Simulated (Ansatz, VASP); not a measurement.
## Two plane-wave programs on SbP3S4

```
Sb P S
1.0
     6.30124    0.00000    0.00000
     0.00000    6.30124    0.00000
     0.00000    0.00000    6.30124
Sb P S
1 3 4
Direct
  0.00000 0.00000 0.00000
  0.50000 0.00000 0.00000
  0.00000 0.50000 0.00000
  0.00000 0.00000 0.50000
  0.23073 0.23073 0.23073
  0.23073 0.76927 0.76927
  0.76927 0.76927 0.23073
  0.76927 0.23073 0.76927
```

Alike in both runs: task relaxation of cell and atoms; functional PBE; k mesh 6 × 6 × 6; occupations gaussian, width 0.1 eV; no spin polarisation.

|  | VASP | Ansatz |
| --- | --- | --- |
| version | VASP 6.6.1 | Ansatz 0.2.0 |
| potentials or method | VASP PAW PBE potentials, release 64 (Sb, P, S), cutoff 600 eV | scalar-relativistic, plane waves, PAW |
| valence electrons in the cell | 44 | 54 |

Ansatz gave:

* gap on the k mesh at the Fermi level, each at its own relaxed structure (eV): none
* relaxed volume (Å³/atom): 31.57
* relaxed cell length with the largest relative difference (Å): 6.321

Q: What did VASP give for the same quantities?

A: gap on the k mesh at the Fermi level, each at its own relaxed structure (eV): none; relaxed volume (Å³/atom): 31.50; relaxed cell length with the largest relative difference (Å): 6.317.

A gap of «none» marks a metal or a gap that the smearing closes. VASP's potentials hold 44 valence electrons a cell and Ansatz's 54, so a difference there can come from the potentials and not from the codes.

Neither program's run includes spin-orbit coupling.
